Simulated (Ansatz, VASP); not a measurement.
## MnS in VASP and in Ansatz

```xyz
2
Lattice="0.0000 2.8237 2.8237 2.8237 0.0000 2.8237 2.8237 2.8237 0.0000" Properties=species:S:1:pos:R:3 pbc="T T T"
Mn    0.0000    0.0000    0.0000
S     1.4118    1.4118    1.4118
```

Alike in both runs: task single point; functional r2SCAN; k mesh 10 × 10 × 10; occupations gaussian, width 0.05 eV; no spin polarisation.

|  | VASP | Ansatz |
| --- | --- | --- |
| version | VASP 6.6.1 | Ansatz 0.2.0 |
| potentials or method | VASP PAW PBE potentials, release 64 (Mn_pv, S), cutoff 550 eV | scalar-relativistic, plane waves, PAW |
| valence electrons in the cell | 19 | 21 |

|  | VASP | Ansatz | Ansatz less VASP |
| --- | --- | --- | --- |
| gap on the k mesh at the Fermi level (eV) | none | none | - |
| pressure (GPa) | -21.7 | -21.9 | -0.23 |

VASP's potentials were made for PBE, not for r2SCAN. A gap of «none» marks a metal or a gap that the smearing closes. VASP's potentials hold 19 valence electrons a cell and Ansatz's 21, so a difference there can come from the potentials and not from the codes.
